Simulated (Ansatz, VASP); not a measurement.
## One calculation of Ga3AsP2, two programs

```xyz
6
Lattice="3.9484 0.0000 0.0000 -1.9742 3.4194 0.0000 0.0000 0.0000 9.6770" Properties=species:S:1:pos:R:3 pbc="T T T"
Ga    0.0000    0.0000    9.6090
Ga    0.0000    2.2796    6.4516
Ga    1.9742    1.1398    3.2905
P     0.0000    0.0000    7.2265
P     0.0000    2.2796    4.0625
As    1.9742    1.1398    0.8103
```

Alike in both runs: functional PBE; k mesh 12 × 12 × 4; occupations gaussian, width 0.02 eV; no spin polarisation.

Ansatz relaxed the structure, and its values are those at the end. VASP's run is a single point on that final structure, the one shown.

|  | VASP | Ansatz |
| --- | --- | --- |
| version | VASP 6.6.1 | Ansatz 0.2.0 |
| potentials or method | VASP PAW PBE potentials, release 64 (Ga_d, P, As), cutoff 520 eV | scalar-relativistic, plane waves, PAW |
| valence electrons in the cell | 54 | 64 |

|  | VASP | Ansatz | Ansatz less VASP |
| --- | --- | --- | --- |
| gap on the k mesh at the Fermi level (eV) | 0.94 | 0.94 | +0.003 |
| least direct gap on the mesh (eV) | 0.94 | 0.94 | +0.003 |
| pressure (GPa) | 0.1 | 0.0 | -0.06 |
| rms of the force components (eV/Å) | 0.005 | 0.002 | -0.0029 |

VASP's potentials hold 54 valence electrons a cell and Ansatz's 64, so a difference there can come from the potentials and not from the codes.
